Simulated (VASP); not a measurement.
Ga3Se: single point with LDA

The system is Ga3Se.

```
Ga Se
1.0
     4.43246    0.00000    0.00000
     0.00000    4.43246    0.00000
     0.00000    0.00000    4.43246
Ga Se
3 1
Direct
  0.00000 0.50000 0.50000
  0.50000 0.00000 0.50000
  0.50000 0.50000 0.00000
  0.00000 0.00000 0.00000
```

```
Program             : VASP 6.6.1
Task                : single point
Functional          : LDA
Potentials or basis : VASP PAW LDA potentials, release 64 (Ga_d, Se)
Cutoff              : 520 eV
k mesh              : 5 × 5 × 5
Occupations         : gaussian, width 0.1 eV
Spin                : no spin polarisation
```

```yaml
Pressure: -4.5 GPa
```

Levels at points of the mesh, in eV from the Fermi level:
```tsv
k point	band 19	band 20	band 21	band 22	band 23	band 24	band 25	band 26
(0.00, 0.00, 0.00)	-3.69	-3.69	-2.92	-2.92	1.61	1.61	1.61	4.34
```

It took 26 s on 1 thread of AMD EPYC 7R13 Processor (Zen 3) (shared host), peak memory 0.14 GiB.
